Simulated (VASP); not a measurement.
A run of VASP 6.6.1:

The input INCAR:

```
SYSTEM = Al
PREC = Accurate ; ENCUT = 520
EDIFF = 1E-6 ; ISMEAR = 0
SIGMA = 0.15 ; LREAL = .FALSE.
LASPH = .TRUE. ; NELM = 100
ALGO = Fast ; ISIF = 2
LWAVE = .FALSE. ; LCHARG = .FALSE.
GGA = PS ; NBANDS = 10
```

Contents of KPOINTS:

```
Automatic mesh
0
G
  18 18 10
  0 0 0
```

POSCAR

```
Al
1.0
    2.9295000000      0.0000000000      0.0000000000
   -1.4647500000      2.5370214204      0.0000000000
    0.0000000000      0.0000000000      4.2672000000
Al
2
Direct
    0.6666666667      0.3333333333      0.7500000000
    0.3333333333      0.6666666667      0.2500000000
```

Potentials or basis: VASP PAW PBE potentials, release 64 (Al).

Command:

```console
$ cat potpaw_PBE.64/Al/POTCAR > POTCAR
$ mpirun -np 1 vasp_std > vasp.out
```

Hardware: 1 thread of Intel Xeon 8259CL, on a shared host.

Problem. Estimate the wall time of this run.

Solution. Run time: 54 s on 1 thread of Intel Xeon 8259CL, on a shared host, peak memory 0.18 GiB. Counts: scf iterations 12, k points 222.
